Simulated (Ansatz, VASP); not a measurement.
Two plane-wave programs on SiO2

```
Si O
1.0
    -4.45561    4.45561    4.45561
     4.45561   -4.45561    4.45561
     4.45561    4.45561   -4.45561
Si O
6 12
Direct
  0.50000 0.25000 0.75000
  0.50000 0.75000 0.25000
  0.25000 0.75000 0.50000
  0.75000 0.25000 0.50000
  0.25000 0.50000 0.75000
  0.75000 0.50000 0.25000
  0.35230 0.00000 0.64770
  0.64770 0.64770 0.29540
  0.35230 0.64770 0.00000
  0.35230 0.70460 0.35230
  0.64770 0.29540 0.64770
  0.00000 0.35230 0.64770
  0.70460 0.35230 0.35230
  0.64770 0.35230 0.00000
  0.00000 0.64770 0.35230
  0.29540 0.64770 0.64770
  0.35230 0.35230 0.70460
  0.64770 0.00000 0.35230
```

Alike in both runs: task single point; functional LDA; k mesh 4 × 4 × 4; occupations gaussian, width 0.02 eV; no spin polarisation.

```csv
,VASP,Ansatz
version,VASP 6.6.1,Ansatz 0.2.0
potentials or method,"VASP PAW LDA potentials, release 64 (Si, O), cutoff 520 eV","scalar-relativistic, plane waves, PAW"
valence electrons in the cell,96,96
```

```csv
,VASP,Ansatz,Ansatz less VASP
gap on the k mesh at the Fermi level (eV),5.51,5.51,+0.003
least direct gap on the mesh (eV),5.51,5.51,+0.003
pressure (GPa),0.3,0.0,-0.37
```

LDA's correlation is that of Perdew and Zunger in VASP and of Perdew and Wang (1992) in Ansatz.
